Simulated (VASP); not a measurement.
# C in VASP: relaxation of the atoms with PBE+D3(BJ)

Aim: the relaxation of the atoms of C with PBE+D3(BJ).

Everything below comes from runs of VASP 6.6.1. Logs are shortened: lines on timing, memory, paths and dates and some standing lists are left out, and cuts for length are marked.

## (1) The cell of the first run

The cell holds a slab with vacuum, 4 atoms: a = 2.466 Å, b = 2.466 Å, c = 17.500 Å, α = 90.00°, β = 90.00°, γ = 120.00°.

## (2) Relaxation of the atoms, PBE+D3(BJ) (layers slid over each other)

INCAR reads:

```
SYSTEM = C
  ALGO = Normal
  DIPOL = 0.5 0.5 0.356
  EDIFF = 1E-6
  EDIFFG = -0.003
  ENCUT = 520
  GGA = PE
  IBRION = 2
  IDIPOL = 3
  ISIF = 2
  ISMEAR = 0
  IVDW = 12
  LASPH = .TRUE.
  LCHARG = .FALSE.
  LDIPOL = .TRUE.
  LREAL = .FALSE.
  LWAVE = .FALSE.
  NELM = 80
  NSW = 40
  PREC = Accurate
  SIGMA = 0.1
```

KPOINTS reads:

```
k-points
0
G
  15 15 1
  0 0 0
```

POSCAR reads:

```
C
1.0
    2.4656677093      0.0000000000      0.0000000000
   -1.2328338546      2.1353308736      0.0000000000
    0.0000000000      0.0000000000     17.5000661151
C
4
Selective dynamics
Direct
    0.6666666667      0.3333333333      0.2571428988  F F T
    0.3333333333      0.6666666667      0.2571425794  F F F
    0.8333333333      1.0000000000      0.4546382816  F F T
    0.5000000000      1.3333333333      0.4546382817  F F T
```

Potentials or basis: VASP PAW PBE potentials, release 64 (C).

Command:

```console
> cat potpaw_PBE.64/C/POTCAR > POTCAR
> mpirun -np 1 vasp_std > vasp.out
```

OUTCAR:

```text
SYSTEM = C
   EDIFF = 1E-6
   EDIFFG = -0.003
   ENCUT = 520
   GGA = PE
   IBRION = 2
   ISIF = 2
   ISMEAR = 0
   IVDW = 12
   LASPH = .TRUE.
   LREAL = .FALSE.
   NELM = 80
   NSW = 40
   PREC = Accurate
 IVDW          = 12

 ion  position               nearest neighbor table
   1  0.667  0.333  0.257-   2 1.42   2 1.42   2 1.42
   2  0.333  0.667  0.257-   1 1.42   1 1.42   1 1.42
   3  0.833  0.000  0.455-   4 1.42   4 1.42   4 1.42
   4  0.500  0.333  0.455-   3 1.42   3 1.42   3 1.42

  LATTYP: Found a hexagonal cell.
 ALAT       =     2.4656677093
 C/A-ratio  =     7.0974957611

  Lattice vectors:

 A1 = (   2.4656677093,   0.0000000000,   0.0000000000)
 A2 = (  -1.2328338546,   2.1353308736,   0.0000000000)
 A3 = (   0.0000000000,   0.0000000000,  17.5000661151)

Analysis of symmetry for initial positions (statically):
=====================================================================
 Subroutine PRICEL returns:
 Original cell was already a primitive cell.

 Routine SETGRP: Setting up the symmetry group for a
 hexagonal supercell.

 Subroutine GETGRP returns: Found  2 space group operations
 (whereof  1 operations were pure point group operations)
 out of a pool of 24 trial point group operations.

The static configuration has the point symmetry C_1 .
 The point group associated with its full space group is S_2 .

Analysis of symmetry for dynamics (positions and initial velocities):
=====================================================================
 Subroutine PRICEL returns:
 Original cell was already a primitive cell.

 Routine SETGRP: Setting up the symmetry group for a
 hexagonal supercell.

 Subroutine GETGRP returns: Found  2 space group operations
 (whereof  1 operations were pure point group operations)
 out of a pool of 24 trial point group operations.

The dynamic configuration has the point symmetry C_1 .
 The point group associated with its full space group is S_2 .

Analysis of constrained symmetry for selective dynamics:
=====================================================================
 Subroutine PRICEL returns:
 Original cell was already a primitive cell.

 Routine SETGRP: Setting up the symmetry group for a
 hexagonal supercell.

 Subroutine GETGRP returns: Found  1 space group operations
 (whereof  1 operations were pure point group operations)
 out of a pool of 24 trial point group operations.

The constrained configuration has the point symmetry C_1 .

 Subroutine INISYM returns: Found  1 space group operations
 (whereof  1 operations are pure point group operations),
 and found     1 'primitive' translations

----------------------------------------------------------------------------------------

[... 129 lines left out ...]
 Gauss-broadening in eV      SIGMA  =   0.10
  energy-cutoff  :      520.00
  volume of cell :       92.14
 maximum number of plane-waves:      2521
   NGX =  9   NGY =  9   NGZ = 65

--------------------------------------- Ionic step        1  -------------------------------------------

 number of electron      15.9999996 magnetization

 Free energy of the ion-electron system (eV)
  ---------------------------------------------------
  ext. energy  EPLUGINS =         0.00000000
  ---------------------------------------------------
  free energy    TOTEN  =       -36.88075429 eV

  energy without entropy =      -36.88033449  energy(sigma->0) =      -36.88054439

------------------------ aborting loop because EDIFF is reached ----------------------------------------

 Edisp (eV)   -0.46983

 E8    (eV) :    -0.1400
[... 111 lines left out ...]
  FREE ENERGIE OF THE ION-ELECTRON SYSTEM (eV)
  ---------------------------------------------------
  free  energy   TOTEN  =       -37.3505956102 eV

  energy  without entropy=      -37.3501759142  energy(sigma->0) =      -37.35038576

 dipolmoment           0.000000      0.000000      0.000018 electrons x Angstroem

[... ionic steps 4 to 18 ...]

--------------------------------------- Ionic step       19  -------------------------------------------

 number of electron      15.9999996 magnetization

------------------------ aborting loop because EDIFF is reached ----------------------------------------
[... 79 lines left out ...]
--------------------------------------- Ionic step       21  -------------------------------------------

 number of electron      15.9999996 magnetization

 dipolmoment           0.000000      0.000000     -0.000090 electrons x Angstroem

 Free energy of the ion-electron system (eV)
  ---------------------------------------------------
  ext. energy  EPLUGINS =         0.00000000
  ---------------------------------------------------
  free energy    TOTEN  =       -36.87706698 eV

  energy without entropy =      -36.87670047  energy(sigma->0) =      -36.87688373

 E-fermi :  -0.8359     XC(G=0):  -4.4278

 val. band max:       -0.9362493558   @ k =   0.3333   0.3333   0.0000
 cond. band min:      -0.7355474572   @ k =   0.3333   0.3333   0.0000
 fundamental gap:      0.2007018986
 Fermi energy:        -0.8358955950

 k-point     1 :       0.0000    0.0000    0.0000
  band No.  band energies     occupation
      1     -20.4131      2.00000
      2     -20.2819      2.00000
      3      -8.8804      2.00000
      4      -7.9889      2.00000
      5      -3.8697      2.00000
      6      -3.8650      2.00000
      7      -3.8633      2.00000
      8      -3.8579      2.00000
      9       2.5735      0.00000
     10       3.0326      0.00000
     11       3.9782      0.00000
     12       5.7365      0.00000
[... 331 lines left out ...]
 k-point    24 :      -0.0667    0.1333    0.0000
  band No.  band energies     occupation
      1     -20.0970      2.00000
      2     -19.9684      2.00000
      3      -8.4999      2.00000
      4      -7.6201      2.00000
      5      -5.0228      2.00000
      6      -5.0028      2.00000
      7      -4.5338      2.00000
      8      -4.5281      2.00000
      9       2.9980      0.00000
     10       3.4602      0.00000
     11       4.4074      0.00000
     12       6.1598      0.00000

 [... further k-points ...]

------------------------ aborting loop because EDIFF is reached ----------------------------------------

 vacuum level on the upper side and lower side of the slab       (xc-potential included)        -0.012        -0.009

 Edisp (eV)   -0.47376

 E8    (eV) :    -0.1414

  FORCE on cell =-STRESS in cart. coord.  units (eV):
  Direction    XX          YY          ZZ          XY          YZ          ZX
  --------------------------------------------------------------------------------------
  -------------------------------------------------------------------------------------
  Total       0.11510     0.12095    -0.02545    -0.01827    -0.01387     0.02522
  in kB       2.00143     2.10313    -0.44258    -0.31773    -0.24113     0.43846
  external pressure =        1.22 kB  Pullay stress =        0.00 kB
[... 19 lines left out ...]
  FREE ENERGIE OF THE ION-ELECTRON SYSTEM (eV)
  ---------------------------------------------------
  free  energy   TOTEN  =       -37.3508263365 eV

  energy  without entropy=      -37.3504598190  energy(sigma->0) =      -37.35064308

 reached required accuracy - stopping structural energy minimisation

 vacuum level on the upper side and lower side of the slab         3.426         3.429
```

CONTCAR:

```text
C
   1.00000000000000
     2.4656677092999999    0.0000000000000000    0.0000000000000000
    -1.2328338545999999    2.1353308736000001    0.0000000000000000
     0.0000000000000000    0.0000000000000000   17.5000661151000010
  C
     4
Selective dynamics
Direct
     0.6666666667000030    0.3333333332999970    0.2571559313725510   F   F   T
     0.3333333332999970    0.6666666667000030    0.2571425794000035   F   F   F
     0.8333333332999970    0.0000000000000000    0.4522801438214136   F   F   T
     0.5000000000000000    0.3333333332999970    0.4522657061731400   F   F   T

  0.00000000E+00  0.00000000E+00  0.00000000E+00
  0.00000000E+00  0.00000000E+00  0.00000000E+00
  0.00000000E+00  0.00000000E+00  0.00000000E+00
  0.00000000E+00  0.00000000E+00  0.00000000E+00
```

Run time: 11 min. Hardware: 1 thread of Intel Xeon Platinum 8488C (Sapphire Rapids), shared host; peak memory 0.26 GiB.

What came out:

```yaml
Free_energy: -37.3508 eV
Energy_gained_by_relaxing: 0.1 meV/atom
Ionic_steps: 21
Dispersion_energy_per_atom: -0.118 eV
```

The path:
| step | energy change (eV) | largest force on free atoms (eV/Å) | pressure (GPa) |
| --- | --- | --- | --- |
| 1 | 0.0000 | 0.0105 | 0.10 |
| 2 | 0.0000 | 0.0084 | 0.11 |
| 3 | 0.0000 | 0.0111 | 0.10 |
| 4 | 0.0000 | 0.0056 | 0.11 |
| 5 | 0.0000 | 0.0103 | 0.11 |
| 6 | 0.0000 | 0.0102 | 0.11 |
| 7 | 0.0000 | 0.0080 | 0.11 |
| 8 | -0.0001 | 0.0060 | 0.11 |
| 9 | -0.0001 | 0.0079 | 0.11 |
| 10 | -0.0001 | 0.0193 | 0.11 |
| 11 | -0.0001 | 0.0501 | 0.11 |
| 12 | -0.0001 | 0.0290 | 0.11 |
| 13 | -0.0002 | 0.0285 | 0.11 |
| 14 | -0.0002 | 0.0268 | 0.11 |
| 15 | -0.0002 | 0.0259 | 0.11 |
| 16 | -0.0002 | 0.0224 | 0.12 |
| 17 | -0.0002 | 0.0212 | 0.12 |
| 18 | -0.0002 | 0.0206 | 0.12 |
| 19 | -0.0002 | 0.0184 | 0.12 |
| 20 | -0.0002 | 0.0116 | 0.12 |
| 21 | -0.0002 | 0.0016 | 0.12 |

Final structure:
```
CELL_PARAMETERS angstrom
2.46567 0.00000 0.00000
-1.23283 2.13533 0.00000
0.00000 0.00000 17.50007
ATOMIC_POSITIONS crystal
C 0.66667 0.33333 0.25716
C 0.33333 0.66667 0.25714
C 0.83333 0.00000 0.45228
C 0.50000 0.33333 0.45227
```

Caveat: the cell differs from its parent crystal (layers slid over each other).
